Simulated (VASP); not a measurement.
# NaCl (P1) in VASP: single point with PBEsol

Aim: the single point of NaCl with PBEsol.

Program: VASP 6.6.1. These are calculated values, not measurements. Logs are shortened: lines on timing, memory, paths and dates and some standing lists are left out, and cuts for length are marked.

## Step 1: The cell of the first run

The typed cell holds 16 atoms: a = 8.009 Å, b = 8.009 Å, c = 8.009 Å, α = 60.00°, β = 60.00°, γ = 60.00°.

## Step 2: Single point, PBEsol

Contents of INCAR:

```
SYSTEM = NaCl
PREC     = Accurate       ! precision mode
ENCUT    = 520            ! plane-wave cutoff, eV
EDIFF    = 1E-6           ! SCF threshold, eV
ISMEAR   = -1             ! smearing method
SIGMA    = 0.02           ! smearing width, eV
LREAL    = Auto         
LASPH    = .True.         ! aspherical terms in the spheres
NELM     = 80             ! most SCF steps
ALGO     = Normal         ! electronic algorithm
ISIF     = 2              ! what is computed and relaxed
LWAVE    = .False.        ! write WAVECAR
LCHARG   = .False.        ! write CHGCAR
GGA      = PS             ! functional
NBANDS   = 70             ! bands
```

Contents of KPOINTS:

```
Automatic mesh
0
Gamma
  2 2 2
  0.5 0.5 0.5
```

Contents of POSCAR:

```
NaCl
1.0
    0.0000000000      5.6635000000     -5.6635000000
    5.6635000000      5.6635000000      0.0000000000
    5.6635000000      0.0000000000     -5.6635000000
Na Cl
8 8
Direct
    0.4914441600      0.0220395515      0.4888636002
    0.5125741149      0.4949260175      0.4855583120
   -0.0102105588     -0.0003320385      0.5043313322
   -0.0005380948      0.4990370795      0.5156933875
    0.4939132162     -0.0197334687      0.0241183897
    0.5191258939      0.5035719078     -0.0173367176
    0.0144490156     -0.0093572879     -0.0035753509
    0.0234571378      0.4988541538     -0.0003772402
    0.2480034431      0.7333476649      0.2486413878
    0.2391838086      0.2449034166      0.2626662841
    0.7318755187      0.7478354375      0.2700520879
    0.7703371590      0.2419928489      0.2195579589
    0.2448861128      0.7608970601      0.7540521762
    0.2543718549      0.2538165445      0.7560699214
    0.7311418734      0.7735550455      0.7440676260
    0.7515261764      0.2507819370      0.7466593979
```

Potentials or basis: VASP PAW PBE potentials, release 64 (Na_pv, Cl).

On the command line:

```
> cat potpaw_PBE.64/Na_pv/POTCAR potpaw_PBE.64/Cl/POTCAR > POTCAR
> mpirun -np 1 vasp_std > vasp.out
```

OUTCAR:

```text
SYSTEM = NaCl
   PREC = Accurate
   ENCUT = 520
   EDIFF = 1E-6
   ISMEAR = -1
   LREAL = Auto
   LASPH = .True.
   NELM = 80
   ISIF = 2
   GGA = PS

 ion  position               nearest neighbor table
   1  0.491  0.022  0.489-  10 2.71
   2  0.513  0.495  0.486-  11 2.68
   3  0.990  1.000  0.504-
   4  0.999  0.499  0.516-
   5  0.494  0.980  0.024-
   6  0.519  0.504  0.983-
   7  0.014  0.991  0.996-  13 2.67  12 2.69
   8  0.023  0.499  1.000-  10 2.72
   9  0.248  0.733  0.249-
  10  0.239  0.245  0.263-   1 2.71   8 2.72
  11  0.732  0.748  0.270-   2 2.68
  12  0.770  0.242  0.220-   7 2.69
  13  0.245  0.761  0.754-   7 2.67
  14  0.254  0.254  0.756-
  15  0.731  0.774  0.744-
  16  0.752  0.251  0.747-

  LATTYP: Found a face centered cubic cell.
 ALAT       =    11.3270000000

  Lattice vectors:

 A1 = (   0.0000000000,   5.6635000000,  -5.6635000000)
 A2 = (   5.6635000000,   5.6635000000,   0.0000000000)
 A3 = (   5.6635000000,   0.0000000000,  -5.6635000000)

Analysis of symmetry for initial positions (statically):
=====================================================================
 Subroutine PRICEL returns:
 Original cell was already a primitive cell.

 Routine SETGRP: Setting up the symmetry group for a
 face centered cubic supercell.

 Subroutine GETGRP returns: Found  1 space group operations
 (whereof  1 operations were pure point group operations)
 out of a pool of 48 trial point group operations.

The static configuration has the point symmetry C_1 .

Analysis of symmetry for dynamics (positions and initial velocities):
=====================================================================
 Subroutine PRICEL returns:
 Original cell was already a primitive cell.

 Routine SETGRP: Setting up the symmetry group for a
 face centered cubic supercell.

 Subroutine GETGRP returns: Found  1 space group operations
 (whereof  1 operations were pure point group operations)
 out of a pool of 48 trial point group operations.

The dynamic configuration has the point symmetry C_1 .

 Subroutine INISYM returns: Found  1 space group operations
 (whereof  1 operations are pure point group operations),
 and found     1 'primitive' translations

----------------------------------------------------------------------------------------

                                     Primitive cell

  volume of cell :     363.3162

  direct lattice vectors                    reciprocal lattice vectors
     0.000000000  5.663500000 -5.663500000    -0.088284630  0.088284630 -0.088284630
     5.663500000  5.663500000  0.000000000     0.088284630  0.088284630  0.088284630
     5.663500000  0.000000000 -5.663500000     0.088284630 -0.088284630 -0.088284630

  length of vectors
     8.009398511  8.009398511  8.009398511     0.152913464  0.152913464  0.152913464

  position of ions in fractional coordinates (direct lattice)
     0.491444160  0.022039552  0.488863600
     0.512574115  0.494926017  0.485558312
     0.989789441  0.999667962  0.504331332
     0.999461905  0.499037079  0.515693388
     0.493913216  0.980266531  0.024118390
     0.519125894  0.503571908  0.982663282
[... 8 lines left out ...]
     0.731141873  0.773555045  0.744067626
     0.751526176  0.250781937  0.746659398

  ion indices of the primitive-cell ions
   primitive index   ion index
                 1           1
                 2           2
                 3           3
                 4           4
                 5           5
                 6           6
[... 8 lines left out ...]
                15          15
                16          16

----------------------------------------------------------------------------------------

 KPOINTS: Automatic mesh

Automatic generation of k-mesh.
 Grid dimensions read from file:
 generate k-points for:    2    2    2

 Generating k-lattice:

  Cartesian coordinates                     Fractional coordinates (reciprocal lattice)
    -0.044142315  0.044142315 -0.044142315     0.500000000  0.000000000  0.000000000
     0.044142315  0.044142315  0.044142315     0.000000000  0.500000000  0.000000000
     0.044142315 -0.044142315 -0.044142315     0.000000000  0.000000000  0.500000000

  Length of vectors
     0.076456732  0.076456732  0.076456732

  Shift w.r.t. Gamma in fractional coordinates (k-lattice)
     0.500000000  0.500000000  0.500000000

 Subroutine IBZKPT returns following result:
 ===========================================

 Found     16 irreducible k-points:

 Following reciprocal coordinates:
            Coordinates               Weight
  0.250000  0.250000  0.250000      2.000000
  0.250000  0.000000  0.000000      2.000000
  0.000000  0.000000 -0.250000      2.000000
  0.000000  0.250000  0.000000      2.000000
 -0.250000  0.250000  0.250000      2.000000
  0.250000 -0.250000  0.250000      2.000000
[... 8 lines left out ...]
  0.000000  0.250000  0.500000      2.000000
  0.500000  0.250000  0.000000      2.000000
   k-points           NKPTS =     16   k-points in BZ     NKDIM =     16   number of bands    NBANDS=     70
   number of dos      NEDOS =    301   number of ions     NIONS =     16
   total plane-waves  NPLWV = 216000
   dimension x,y,z NGX =    60 NGY =   60 NGZ =   60
   dimension x,y,z NGXF=   120 NGYF=  120 NGZF=  120
   ions per type =               8   8
   NGX,Y,Z   is equivalent  to a cutoff of  12.45, 12.45, 12.45 a.u.
   NGXF,Y,Z  is equivalent  to a cutoff of  24.91, 24.91, 24.91 a.u.
 SYSTEM =  NaCl
   PREC   = accura    normal or accurate (medium, high low for compatibility)
   ISTART =      0    job   : 0-new  1-cont  2-samecut
   ICHARG =      2    charge: 1-file 2-atom 10-const
   ISPIN  =      1    spin polarized calculation?
   LNONCOLLINEAR =      F non collinear calculations
   LSORBIT =      F    spin-orbit coupling
   LASPH  =      T    aspherical Exc in radial PAW
   ENCUT  =  520.0 eV  38.22 Ry    6.18 a.u.  14.89 14.89 14.89*2*pi/ulx,y,z
   NELM   =     80;   NELMIN=  2; NELMDL= -5     # of ELM steps
   EDIFF  = 0.1E-05   stopping-criterion for ELM
   LREAL  =      T    real-space projection
   EDIFFG = 0.1E-04   stopping-criterion for IOM
   NSW    =      0    number of steps for IOM
   IBRION =     -1    ionic relax: 0-MD 1-quasi-New 2-CG
   NFREE  =      0    steps in history (QN), initial steepest desc. (CG)
   ISIF   =      2    stress and relaxation
   ISYM   =      2    0-nonsym 1-usesym 2-fastsym
   POTIM  = 0.5000    time-step for ionic-motion
   TEBEG  =    0.0;   TEEND  =   0.0 temperature during run
   PSTRESS=    0.0 pullay stress
   NELECT =     112.0000    total number of electrons
   NUPDOWN=      -1.0000    fix difference up-down
   EMIN   =  10.00;   EMAX   =-10.00  energy-range for DOS
   EFERMI =   0.00;   METHOD = LEGACY
   ISMEAR =    -1;   SIGMA  =   0.02  broadening in eV -4-tet -1-fermi 0-gaus
   EFERMI_NEDOS =   21; number of points for ismear=-14 and -15
   IALGO  =     38    algorithm
   IMIX   =      4    mixing-type and parameters
     AMIX     =   0.40;   BMIX     =  1.00
     AMIX_MAG =   1.60;   BMIX_MAG =  1.00
  volume/ion in A,a.u.               =      22.71       153.24
  Fermi-wavevector in a.u.,A,eV,Ry     =   1.105909  2.089864 16.640388  1.223034
  Thomas-Fermi vector in A             =   2.242402
   LORBIT       =      0    0 simple, 1 ext, 2 COOP (PROOUT), +10 PAW based schemes
   GGA     = PS    functional components
   LHFCALC =     F    Hartree Fock is set to
   AEXX    =    0.0000 exact exchange contribution
   IVDW    =     0    specifies the selected vdW correction
   LEPSILON=     F    determine dielectric tensor
   LRPA    =     F    only Hartree local field effects (RPA)
 non-spin polarized calculation
  energy-cutoff  :      520.00
  volume of cell :      363.32
 maximum number of plane-waves:      9798
   NGX = 29   NGY = 29   NGZ = 29

 number of electron     112.0000005 magnetization

 Free energy of the ion-electron system (eV)
  ---------------------------------------------------
  ext. energy  EPLUGINS =         0.00000000
  ---------------------------------------------------
  free energy    TOTEN  =       -55.76626573 eV

  energy without entropy =      -55.76626573  energy(sigma->0) =      -55.76626573

 E-fermi :  -0.3719     XC(G=0):  -8.2730

 val. band max:       -0.8636603859   @ k =   0.2500   0.2500   0.2500
 cond. band min:       4.5155552007   @ k =   0.2500   0.2500   0.2500
 fundamental gap:      5.3792155866
 Fermi energy:        -0.3719245623

 k-point     1 :       0.2500    0.2500    0.2500
  band No.  band energies     occupation
      1     -21.6279      2.00000
      2     -21.6249      2.00000
      3     -21.6216      2.00000
      4     -21.6164      2.00000
      5     -21.6150      2.00000
      6     -21.6103      2.00000
[... 60 lines left out ...]
     67       7.4999      0.00000
     68       8.9695      0.00000

 k-point     2 :       0.2500    0.0000    0.0000
  band No.  band energies     occupation
      1     -21.6265      2.00000
      2     -21.6248      2.00000
      3     -21.6212      2.00000
      4     -21.6166      2.00000
      5     -21.6155      2.00000
      6     -21.6118      2.00000
[... 60 lines left out ...]
     67       7.4991      0.00000
     68       8.9800      0.00000

 k-point     3 :       0.0000    0.0000   -0.2500
  band No.  band energies     occupation
      1     -21.6266      2.00000
      2     -21.6248      2.00000
      3     -21.6211      2.00000
      4     -21.6165      2.00000
      5     -21.6154      2.00000
      6     -21.6119      2.00000
[... 912 lines left out ...]
     67       8.1161      0.00000
     68       8.3082      0.00000

 k-point    16 :       0.5000    0.2500    0.0000
  band No.  band energies     occupation
      1     -21.6247      2.00000
      2     -21.6243      2.00000
      3     -21.6199      2.00000
      4     -21.6166      2.00000
      5     -21.6157      2.00000
      6     -21.6132      2.00000
[... 60 lines left out ...]
     67       8.2357      0.00000
     68       8.3139      0.00000
 [bands above 68 left out]

------------------------ aborting loop because EDIFF is reached ----------------------------------------

  FORCE on cell =-STRESS in cart. coord.  units (eV):
  Direction    XX          YY          ZZ          XY          YZ          ZX
  --------------------------------------------------------------------------------------
  -------------------------------------------------------------------------------------
  Total       -1.1645550     -1.1397377     -1.2518018      0.0357912      0.0319218     -0.0113079
  in kB       -5.1355374     -5.0260962     -5.5202842      0.1578347      0.1407712     -0.0498664
  external PRESSURE =      -5.2273059 kB  Pullay stress =       0.0000000 kB

 VOLUME and BASIS-vectors are now :
 -----------------------------------------------------------------------------
  energy-cutoff  :      520.00
  volume of cell :      363.32
      direct lattice vectors                 reciprocal lattice vectors
     0.000000000  5.663500000 -5.663500000    -0.088284630  0.088284630 -0.088284630
     5.663500000  5.663500000  0.000000000     0.088284630  0.088284630  0.088284630
     5.663500000  0.000000000 -5.663500000     0.088284630 -0.088284630 -0.088284630

 POSITION                                       TOTAL-FORCE (eV/Angst)
 -----------------------------------------------------------------------------------
      2.89350      2.90812     -5.55197        -0.030453     -0.061559     -0.126782
      5.55297      5.70598     -5.65292         0.068958     -0.132215     -0.058811
      8.51790     11.26729     -8.46195        -0.030868      0.066187     -0.015675
      5.74693      8.48675     -8.58108        -0.036936     -0.087831      0.104123
      5.68833      8.34902     -2.93387         0.042222      0.167725      0.126929
      8.41729      5.79205     -8.50538         0.009282     -0.153646      0.077171
[... 8 lines left out ...]
      8.59506      8.52185     -8.35485        -0.114917      0.026824     -0.218599
      5.64901      5.67657     -8.48497         0.004429     -0.061645     -0.006289
 -----------------------------------------------------------------------------------
    total drift:                                0.000210     -0.001854     -0.000001

  FREE ENERGIE OF THE ION-ELECTRON SYSTEM (eV)
  ---------------------------------------------------
  free  energy   TOTEN  =       -55.7662657261 eV

  energy  without entropy=      -55.7662657261  energy(sigma->0) =      -55.76626573
```

It took 7.3 min on 1 thread of Intel Xeon 6975P-C (Granite Rapids), shared host; peak memory 0.58 GiB.

What came out:

```
Free energy            : -55.7663 eV
Pressure               : -0.5 GPa
Largest force          : 0.370 eV/Å
Band gap on the k mesh : 5.38 eV
```

Forces on the atoms (eV/Å):
```
Na  -0.030 -0.062 -0.127
Na   0.069 -0.132 -0.059
Na  -0.031  0.066 -0.016
Na  -0.037 -0.088  0.104
Na   0.042  0.168  0.127
Na   0.009 -0.154  0.077
Na   0.050 -0.051  0.123
Na   0.080 -0.126  0.146
Cl   0.116  0.095 -0.145
Cl  -0.040  0.111  0.013
Cl  -0.190  0.204 -0.031
Cl   0.364 -0.008 -0.070
Cl  -0.231 -0.035  0.033
Cl  -0.060  0.046  0.048
Cl  -0.115  0.027 -0.219
Cl   0.004 -0.062 -0.006
```

Caveat: the atoms stand as in a frame of molecular dynamics; the PAW data sets were made with another functional, which shifts forces and pressure a little; a shifted mesh leaves out Γ, where band edges can lie.
